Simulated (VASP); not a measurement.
# YSb (zincblende type) (F-43m) in VASP: notebook

The runs below take YSb (zincblende type) through single point, with LDA.

Program: VASP 6.6.1. These are calculated values, not measurements. Logs are shortened: lines on timing, memory, paths and dates and some standing lists are left out, and cuts for length are marked.

### Step 1. The cell of the first run

Symmetry: F-43m, No. 216, cubic system. The conventional cell has a = 5.883 Å, b = 5.883 Å, c = 5.883 Å, α = 90.00°, β = 90.00°, γ = 90.00°. Within 3.4 Å of Y (site symmetry -43m) lie 4 Sb at 2.55 Å. Within 3.4 Å of Sb (site symmetry -43m) lie 4 Y at 2.55 Å.

### Step 2. Single point, LDA (volume scaled by 0.65)

Input file INCAR:

```
SYSTEM = YSb
ALGO = Normal
EDIFF = 1E-7
ENCUT = 520
ISIF = 2
ISMEAR = -1
LASPH = .TRUE.
LCHARG = .FALSE.
LREAL = .FALSE.
LWAVE = .FALSE.
NBANDS = 15
NELM = 100
PREC = Accurate
SIGMA = 0.1
```

Input file KPOINTS:

```
k-points
0
G
  12 12 12
  0 0 0
```

Input file POSCAR:

```
YSb
1.0
    0.0000000000      2.9415883994      2.9415883994
    2.9415883994      0.0000000000      2.9415883994
    2.9415883994      2.9415883994      0.0000000000
Y Sb
1 1
Direct
    0.0000000000      0.0000000000      0.0000000000
    0.2500000000      0.2500000000      0.2500000000
```

Potentials or basis: VASP PAW LDA potentials, release 64 (Y_sv, Sb).

Started as:

```console
$ cat potpaw_LDA.64/Y_sv/POTCAR potpaw_LDA.64/Sb/POTCAR > POTCAR
$ mpirun -np 1 vasp_std > vasp.out
```

OUTCAR:

```text
SYSTEM = YSb
   EDIFF = 1E-7
   ENCUT = 520
   ISIF = 2
   ISMEAR = -1
   LASPH = .TRUE.
   LREAL = .FALSE.
   NELM = 100
   PREC = Accurate

 ion  position               nearest neighbor table
   1  0.000  0.000  0.000-   2 2.55   2 2.55   2 2.55   2 2.55
   2  0.250  0.250  0.250-   1 2.55   1 2.55   1 2.55   1 2.55

  LATTYP: Found a face centered cubic cell.
 ALAT       =     5.8831767988

  Lattice vectors:

 A1 = (   0.0000000000,   2.9415883994,   2.9415883994)
 A2 = (   2.9415883994,   0.0000000000,   2.9415883994)
 A3 = (   2.9415883994,   2.9415883994,   0.0000000000)

Analysis of symmetry for initial positions (statically):
=====================================================================
 Subroutine PRICEL returns:
 Original cell was already a primitive cell.

 Routine SETGRP: Setting up the symmetry group for a
 face centered cubic supercell.

 Subroutine GETGRP returns: Found 24 space group operations
 (whereof 24 operations were pure point group operations)
 out of a pool of 48 trial point group operations.

The static configuration has the point symmetry T_d .

Analysis of symmetry for dynamics (positions and initial velocities):
=====================================================================
 Subroutine PRICEL returns:
 Original cell was already a primitive cell.

 Routine SETGRP: Setting up the symmetry group for a
 face centered cubic supercell.

 Subroutine GETGRP returns: Found 24 space group operations
 (whereof 24 operations were pure point group operations)
 out of a pool of 48 trial point group operations.

The dynamic configuration has the point symmetry T_d .

 Subroutine INISYM returns: Found 24 space group operations
 (whereof 24 operations are pure point group operations),
 and found     1 'primitive' translations

----------------------------------------------------------------------------------------

                                     Primitive cell

  volume of cell :      50.9068

  direct lattice vectors                    reciprocal lattice vectors
     0.000000000  2.941588399  2.941588399    -0.169976194  0.169976194  0.169976194
     2.941588399  0.000000000  2.941588399     0.169976194 -0.169976194  0.169976194
     2.941588399  2.941588399  0.000000000     0.169976194  0.169976194 -0.169976194

  length of vectors
     4.160034209  4.160034209  4.160034209     0.294407404  0.294407404  0.294407404

  position of ions in fractional coordinates (direct lattice)
     0.000000000  0.000000000  0.000000000
     0.250000000  0.250000000  0.250000000

  ion indices of the primitive-cell ions
   primitive index   ion index
                 1           1
                 2           2

----------------------------------------------------------------------------------------

 KPOINTS: k-points

Automatic generation of k-mesh.
 Grid dimensions read from file:
 generate k-points for:   12   12   12

 Generating k-lattice:

  Cartesian coordinates                     Fractional coordinates (reciprocal lattice)
    -0.014164683  0.014164683  0.014164683     0.083333333  0.000000000  0.000000000
     0.014164683 -0.014164683  0.014164683     0.000000000  0.083333333  0.000000000
     0.014164683  0.014164683 -0.014164683     0.000000000  0.000000000  0.083333333

  Length of vectors
     0.024533950  0.024533950  0.024533950

  Shift w.r.t. Gamma in fractional coordinates (k-lattice)
     0.000000000  0.000000000  0.000000000

 Subroutine IBZKPT returns following result:
 ===========================================

 Found     72 irreducible k-points:

 Following reciprocal coordinates:
            Coordinates               Weight
  0.000000  0.000000  0.000000      1.000000
  0.083333  0.000000  0.000000      8.000000
  0.166667  0.000000  0.000000      8.000000
  0.250000  0.000000  0.000000      8.000000
  0.333333  0.000000  0.000000      8.000000
  0.416667  0.000000  0.000000      8.000000
[... 16 lines left out ...]
  0.500000  0.166667  0.000000     24.000000
 -0.416667  0.166667  0.000000     24.000000
 [... further k-points ...]
   k-points           NKPTS =     72   k-points in BZ     NKDIM =     72   number of bands    NBANDS=     15
   number of dos      NEDOS =    301   number of ions     NIONS =      2
   total plane-waves  NPLWV =  32768
   dimension x,y,z NGX =    32 NGY =   32 NGZ =   32
   dimension x,y,z NGXF=    64 NGYF=   64 NGZF=   64
   ions per type =               1   1
   NGX,Y,Z   is equivalent  to a cutoff of  12.79, 12.79, 12.79 a.u.
   NGXF,Y,Z  is equivalent  to a cutoff of  25.58, 25.58, 25.58 a.u.
 SYSTEM =  YSb
   PREC   = accura    normal or accurate (medium, high low for compatibility)
   ISTART =      0    job   : 0-new  1-cont  2-samecut
   ICHARG =      2    charge: 1-file 2-atom 10-const
   ISPIN  =      1    spin polarized calculation?
   LNONCOLLINEAR =      F non collinear calculations
   LSORBIT =      F    spin-orbit coupling
   LASPH  =      T    aspherical Exc in radial PAW
   ENCUT  =  520.0 eV  38.22 Ry    6.18 a.u.   7.73  7.73  7.73*2*pi/ulx,y,z
   NELM   =    100;   NELMIN=  2; NELMDL= -5     # of ELM steps
   EDIFF  = 0.1E-06   stopping-criterion for ELM
   LREAL  =      F    real-space projection
   EDIFFG = 0.1E-05   stopping-criterion for IOM
   NSW    =      0    number of steps for IOM
   IBRION =     -1    ionic relax: 0-MD 1-quasi-New 2-CG
   NFREE  =      0    steps in history (QN), initial steepest desc. (CG)
   ISIF   =      2    stress and relaxation
   ISYM   =      2    0-nonsym 1-usesym 2-fastsym
   POTIM  = 0.5000    time-step for ionic-motion
   TEBEG  =    0.0;   TEEND  =   0.0 temperature during run
   PSTRESS=    0.0 pullay stress
   NELECT =      16.0000    total number of electrons
   NUPDOWN=      -1.0000    fix difference up-down
   EMIN   =  10.00;   EMAX   =-10.00  energy-range for DOS
   EFERMI =   0.00;   METHOD = LEGACY
   ISMEAR =    -1;   SIGMA  =   0.10  broadening in eV -4-tet -1-fermi 0-gaus
   EFERMI_NEDOS =   21; number of points for ismear=-14 and -15
   IALGO  =     38    algorithm
   IMIX   =      4    mixing-type and parameters
     AMIX     =   0.40;   BMIX     =  1.00
     AMIX_MAG =   1.60;   BMIX_MAG =  1.00
  volume/ion in A,a.u.               =      25.45       171.77
  Fermi-wavevector in a.u.,A,eV,Ry     =   1.113071  2.103399 16.856630  1.238927
  Thomas-Fermi vector in A             =   2.249652
   LORBIT       =      0    0 simple, 1 ext, 2 COOP (PROOUT), +10 PAW based schemes
   GGA     = CA    functional components
   LHFCALC =     F    Hartree Fock is set to
   AEXX    =    0.0000 exact exchange contribution
   IVDW    =     0    specifies the selected vdW correction
   LEPSILON=     F    determine dielectric tensor
   LRPA    =     F    only Hartree local field effects (RPA)
 non-spin polarized calculation
  energy-cutoff  :      520.00
  volume of cell :       50.91
 maximum number of plane-waves:      1391
   NGX = 15   NGY = 15   NGZ = 15

 number of electron      16.0000000 magnetization

 Free energy of the ion-electron system (eV)
  ---------------------------------------------------
  ext. energy  EPLUGINS =         0.00000000
  ---------------------------------------------------
  free energy    TOTEN  =       -10.34678780 eV

  energy without entropy =      -10.33958999  energy(sigma->0) =      -10.34318889

 E-fermi :   5.7308     XC(G=0): -10.2851

 val. band max:        5.5516459927   @ k =   0.5000   0.5000   0.0000
 cond. band min:       5.8927239956   @ k =   0.5000   0.5000   0.0000
 fundamental gap:      0.3410780028
 Fermi energy:         5.7308182933

 k-point     1 :       0.0000    0.0000    0.0000
  band No.  band energies     occupation
      1     -35.7836      2.00000
      2     -16.0665      2.00000
      3     -16.0665      2.00000
      4     -16.0665      2.00000
      5      -4.3092      2.00000
      6       3.8201      2.00000
      7       3.8201      2.00000
      8       3.8201      2.00000
      9       8.2153      0.00000
     10       8.2153      0.00000
     11       9.4919      0.00000
     12      12.9301      0.00000
     13      12.9301      0.00000
     14      12.9301      0.00000
     15      16.5595      0.00000

 k-point     2 :       0.0833    0.0000    0.0000
  band No.  band energies     occupation
      1     -35.7819      2.00000
      2     -16.0910      2.00000
      3     -16.0698      2.00000
      4     -16.0698      2.00000
      5      -4.2204      2.00000
      6       3.6670      2.00000
      7       3.8653      2.00000
      8       3.8653      2.00000
      9       8.1361      0.00000
     10       8.1361      0.00000
     11       9.8001      0.00000
     12      12.6699      0.00000
     13      13.1697      0.00000
     14      13.1697      0.00000
     15      15.5922      0.00000

 k-point     3 :       0.1667    0.0000    0.0000
  band No.  band energies     occupation
      1     -35.7772      2.00000
      2     -16.1569      2.00000
      3     -16.0787      2.00000
      4     -16.0787      2.00000
      5      -3.9739      2.00000
      6       3.3236      2.00000
      7       3.9820      2.00000
      8       3.9820      2.00000
      9       7.9925      0.00000
     10       7.9925      0.00000
     11      10.4418      0.00000
     12      12.2988      0.00000
     13      13.7024      0.00000
     14      13.7024      0.00000
     15      14.0408      0.00000
[... 343 lines left out ...]
 k-point    23 :       0.5000    0.1667    0.0000
  band No.  band energies     occupation
      1     -35.7555      2.00000
      2     -16.3920      2.00000
      3     -16.1583      2.00000
      4     -16.1326      2.00000
      5      -2.7678      2.00000
      6       2.7395      2.00000
      7       3.9933      2.00000
      8       4.5353      1.99999
      9       7.6693      0.00000
     10       8.7901      0.00000
     11       8.8304      0.00000
     12      10.9800      0.00000
     13      11.7077      0.00000
     14      12.0952      0.00000
     15      16.5622      0.00000

 k-point    24 :      -0.4167    0.1667    0.0000
  band No.  band energies     occupation
      1     -35.7551      2.00000
      2     -16.3960      2.00000
      3     -16.1673      2.00000
      4     -16.1267      2.00000
      5      -2.7431      2.00000
      6       2.8451      2.00000
      7       3.8634      2.00000
      8       4.5186      1.99999
      9       7.8833      0.00000
     10       8.3444      0.00000
     11       9.0625      0.00000
     12      11.1448      0.00000
     13      11.5232      0.00000
     14      11.9982      0.00000
     15      16.2837      0.00000

 [... further k-points ...]
[... 5 lines left out ...]
  --------------------------------------------------------------------------------------
  -------------------------------------------------------------------------------------
  Total       13.0658406     13.0658406     13.0658406      0.0000000      0.0000000      0.0000000
  in kB      411.2181073    411.2181073    411.2181073      0.0000000      0.0000000      0.0000000
  external PRESSURE =     411.2181073 kB  Pullay stress =       0.0000000 kB

 VOLUME and BASIS-vectors are now :
 -----------------------------------------------------------------------------
  energy-cutoff  :      520.00
  volume of cell :       50.91
      direct lattice vectors                 reciprocal lattice vectors
     0.000000000  2.941588399  2.941588399    -0.169976194  0.169976194  0.169976194
     2.941588399  0.000000000  2.941588399     0.169976194 -0.169976194  0.169976194
     2.941588399  2.941588399  0.000000000     0.169976194  0.169976194 -0.169976194

 POSITION                                       TOTAL-FORCE (eV/Angst)
 -----------------------------------------------------------------------------------
      0.00000      0.00000      0.00000        -0.000000     -0.000000     -0.000000
      1.47079      1.47079      1.47079         0.000000      0.000000      0.000000
 -----------------------------------------------------------------------------------
    total drift:                               -0.000000     -0.000000     -0.000000

  FREE ENERGIE OF THE ION-ELECTRON SYSTEM (eV)
  ---------------------------------------------------
  free  energy   TOTEN  =       -10.3467878022 eV

  energy  without entropy=      -10.3395899877  energy(sigma->0) =      -10.34318889
```

Run time: 71 s. Hardware: 1 thread of Intel Xeon 6975P-C, shared host; peak memory 0.21 GiB.

What came out:

```yaml
Free_energy: -10.3468 eV
Pressure: 41.1 GPa
Band_gap_on_the_k_mesh: 0.34 eV, direct
```

Levels at points of the mesh, in eV from the valence-band top:
| k point | band 6 | band 7 | band 8 | band 9 | band 10 | band 11 |
| --- | --- | --- | --- | --- | --- | --- |
| (0.00, 0.00, 0.00) | -1.73 | -1.73 | -1.73 | 2.66 | 2.66 | 3.94 |
| (0.50, 0.00, 0.00) | -2.90 | -1.27 | -1.27 | 3.22 | 3.22 | 3.28 |
| (0.50, 0.50, 0.00) | -3.67 | 0.00 | 0.00 | 0.34 | 3.48 | 3.59 |

Caveat: spin-orbit coupling is left out, which moves the levels of the heavy elements.

### Step 3. Single point, LDA (volume scaled by 0.75)

Input file INCAR:

```
PREC     = Accurate       # precision mode
ENCUT    = 520            # plane-wave cutoff, eV
EDIFF    = 1E-6           # SCF threshold, eV
ISMEAR   = -1             # smearing method
SIGMA    = 0.1            # smearing width, eV
LREAL    = F              # projectors in reciprocal space
LASPH    = T              # aspherical terms in the spheres
NELM     = 80             # most SCF steps
ALGO     = Normal         # electronic algorithm
ISIF     = 2              # what is computed and relaxed
LWAVE    = F              # write WAVECAR
LCHARG   = F              # write CHGCAR
GGA      = CA             # functional
NBANDS   = 15             # bands
```

Input file KPOINTS:

```
Automatic mesh
0
Gamma
  12 12 12
```

Input file POSCAR:

```
YSb
1.0
    0.0000000000      3.0853033667      3.0853033667
    3.0853033667      0.0000000000      3.0853033667
    3.0853033667      3.0853033667      0.0000000000
Y Sb
1 1
Direct
    0.0000000000      0.0000000000      0.0000000000
    0.2500000000      0.2500000000      0.2500000000
```

Potentials or basis: VASP PAW LDA potentials, release 64 (Y_sv, Sb).

Started as:

```console
$ cat potpaw_LDA.64/Y_sv/POTCAR potpaw_LDA.64/Sb/POTCAR > POTCAR
$ mpirun -np 1 vasp_std > vasp.out
```

Wall time 81 s (1 thread of Intel Xeon 6975P-C, shared host); peak memory 0.22 GiB.

It converged, with:

- Free energy: -11.8293 eV
- Pressure: 21.3 GPa
- Band gap on the k mesh: 0.75 eV, direct

Levels at points of the mesh, in eV from the valence-band top:
```tsv
k point	band 4	band 5	band 6	band 7	band 8	band 9	band 10	band 11	band 12	band 13
(0.00, 0.00, 0.00)	-21.63	-9.18	-1.25	-1.25	-1.25	2.79	2.79	3.64	7.18	7.18
(0.50, 0.00, 0.00)	-21.65	-8.09	-2.49	-0.87	-0.87	3.15	3.23	3.23	5.18	5.23
(0.50, 0.50, 0.00)	-21.69	-7.68	-2.99	0.00	0.00	0.75	3.18	3.64	3.94	3.94
```

Caveat: spin-orbit coupling is left out, which moves the levels of the heavy elements. A k mesh can miss the band edges.

### Step 4. Single point, LDA (volume scaled by 0.75)

INCAR: that of step 3 with these lines changed.

```diff
@@ -11,4 +11,5 @@
 LWAVE    = F              # write WAVECAR
-LCHARG   = F              # write CHGCAR
-GGA      = CA             # functional
+LCHARG   = T              # write CHGCAR
+LELF     = T              # ELF
+LVHAR    = T            
 NBANDS   = 15             # bands
```

KPOINTS is that of step 3.

POSCAR is that of step 3.

Started as:

```console
$ cat potpaw_LDA.64/Y_sv/POTCAR potpaw_LDA.64/Sb/POTCAR > POTCAR
$ mpirun -np 1 vasp_std > vasp.out
```

It took 85 s on 1 thread of Intel Xeon 6975P-C, shared host; peak memory 0.22 GiB.

The run converged. Its results:

| Quantity | Value |
| --- | --- |
| Free energy | -11.8293 eV |
| Pressure | 21.3 GPa |
| Band gap on the k mesh | 0.75 eV, direct |

Levels at points of the mesh, in eV from the valence-band top:
| k point | band 5 | band 6 | band 7 | band 8 | band 9 | band 10 | band 11 | band 12 |
| --- | --- | --- | --- | --- | --- | --- | --- | --- |
| (0.00, 0.00, 0.00) | -9.18 | -1.25 | -1.25 | -1.25 | 2.79 | 2.79 | 3.64 | 7.18 |
| (0.50, 0.00, 0.00) | -8.09 | -2.49 | -0.87 | -0.87 | 3.15 | 3.23 | 3.23 | 5.18 |
| (0.50, 0.50, 0.00) | -7.68 | -2.99 | 0.00 | 0.00 | 0.75 | 3.18 | 3.64 | 3.94 |

Caveat: spin-orbit coupling is left out, which moves the levels of the heavy elements.

[end of part 1 of 2]
